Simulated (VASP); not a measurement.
## CaO: single point with r2SCAN

The system is CaO.

```
Ca O
1.0
     0.00000    2.38133    2.38133
     2.38133    0.00000    2.38133
     2.38133    2.38133    0.00000
Ca O
1 1
Direct
  0.50000 0.50000 0.50000
  0.00000 0.00000 0.00000
```

This cell differs from its parent crystal: volume scaled by 0.980.

```json
{
 "Program": "VASP 6.6.1",
 "Task": "single point",
 "Functional": "r2SCAN",
 "Potentials or basis": "VASP PAW PBE potentials, release 64 (Ca_sv, O)",
 "Cutoff": "520 eV",
 "k mesh": "8 × 8 × 8",
 "Occupations": "gaussian, width 0.05 eV",
 "Spin": "no spin polarisation"
}
```

```
Pressure               : 3.6 GPa
Band gap on the k mesh : 4.18 eV, indirect (least direct gap 4.55 eV)
```

Levels at points of the mesh, in eV from the valence-band top:
```
           k point  band 4  band 5  band 6  band 7  band 8  band 9  band 10  band 11  band 12  band 13
(0.00, 0.00, 0.00)  -18.81  -16.53    0.00    0.00    0.00    5.66     6.92     6.92     6.92     8.56
(0.50, 0.00, 0.00)  -18.87  -15.12   -2.67   -1.25   -1.25    7.83     9.20     9.20     9.44    11.43
(0.50, 0.50, 0.00)  -19.06  -16.31   -1.28   -0.37   -0.37    4.18     8.97     9.79    10.42    10.42
```

Run time: 67 s on 1 thread of AMD EPYC 7R13 Processor (Zen 3) (shared host), peak memory 0.14 GiB.

Caveat: the PAW data sets were made with another functional, which shifts forces and pressure a little. A k mesh can miss the band edges.
